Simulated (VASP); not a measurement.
Input of a VASP 6.6.1 run:

Contents of POSCAR:

```
AlN
1.0
    3.0134929473      0.0000000000      0.0000000000
   -1.5067464737      2.6097614465      0.0000000000
    0.0000000000      0.0000000000      5.0552598136
Al N
2 2
Direct
    0.3333333333      0.6666666667      0.0007001095
    0.6666666667      0.3333333333      0.5007001095
    0.3333333333      0.6666666667      0.3742998905
    0.6666666667      0.3333333333      0.8742998905
```

File INCAR.step1:

```
  ALGO = Normal
  EDIFF = 1E-4
  ENCUT = 520
  GGA = PE
  ISMEAR = 0
  LASPH = True
  LCHARG = False
  LREAL = False
  LWAVE = True
  NBANDS = 16
  NELM = 60
  PREC = Accurate
  SIGMA = 0.01
```

INCAR.step2

```
  ALGO = Normal
  EDIFF = 1E-6
  ENCUT = 520
  ISIF = 2
  ISMEAR = 0
  ISTART = 1
  LASPH = True
  LCHARG = False
  LMIXTAU = True
  LREAL = False
  LWAVE = False
  METAGGA = R2SCAN
  NBANDS = 16
  NELM = 60
  PREC = Accurate
  SIGMA = 0.01
```

Contents of KPOINTS:

```
k-points
0
Gamma
  12 12 6
```

Potentials or basis: VASP PAW PBE potentials, release 64 (Al, N).

The run is started by

```console
$ cat potpaw_PBE.64/Al/POTCAR potpaw_PBE.64/N/POTCAR > POTCAR
$ cp INCAR.step1 INCAR
$ mpirun -np 1 vasp_std > vasp.out
$ cp INCAR.step2 INCAR
$ mpirun -np 1 vasp_std > vasp.out
```

(1) What does it give for the pressure?

(2) Predict the band gap on the k mesh.

## Answers

(1) 10.7 GPa.

(2) 5.34 eV, direct.

Caveat: the cell differs from its parent crystal (epitaxial xy strain -3.0%); the PAW data sets were made with another functional, which shifts forces and pressure a little.
